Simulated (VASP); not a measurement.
Write the native input for VASP 6.6.1 that does the following.

* Task: single point
* Functional: PBEsol
* Potentials or basis: VASP PAW PBE potentials, release 64 (Y_sv)
* Cutoff: 500 eV
* k mesh: 8 × 8 × 8
* Occupations: fermi-dirac, width 0.1 eV
* Spin: no spin polarisation
* Dipole correction: no
* Further INCAR settings: ALGO = Normal; EDIFF = 1e-06; NBANDS = 12

The structure of Y lies in POSCAR:

```
Y
1.0
    0.0000000000      2.4900277701      2.4900277701
    2.4900277701      0.0000000000      2.4900277701
    2.4900277701      2.4900277701      0.0000000000
Y
1
Direct
    0.0000000000      0.0000000000      0.0000000000
```

This isn't the form of Y at room conditions, which is hcp.

One way to write it, as run:

INCAR

```
SYSTEM = Y
ALGO = Normal
EDIFF = 1E-6
ENCUT = 500
GGA = PS
GGA_COMPAT = .False.
ISIF = 2
ISMEAR = -1
LASPH = .True.
LCHARG = .False.
LREAL = .False.
LWAVE = .False.
NBANDS = 12
NELM = 120
PREC = Accurate
SIGMA = 0.1
```

KPOINTS

```
k-points
0
Gamma
  8 8 8
  0 0 0
```

Potentials or basis: VASP PAW PBE potentials, release 64 (Y_sv).

Launch:

```sh
$ cat potpaw_PBE.64/Y_sv/POTCAR > POTCAR
$ mpirun -np 1 vasp_std > vasp.out
```

Results of the run:

```json
{
  "Pressure": "-0.1 GPa",
  "Band gap on the k mesh": "zero (an odd number of electrons rules out a gap without spin polarisation)"
}
```

Caveat: the PAW data sets were made with another functional, which shifts forces and pressure a little.

Run time: 7.5 s on 1 thread of AMD EPYC 9R45 96-Core Processor (Zen 5), with other jobs on the host, peak memory 0.14 GiB.
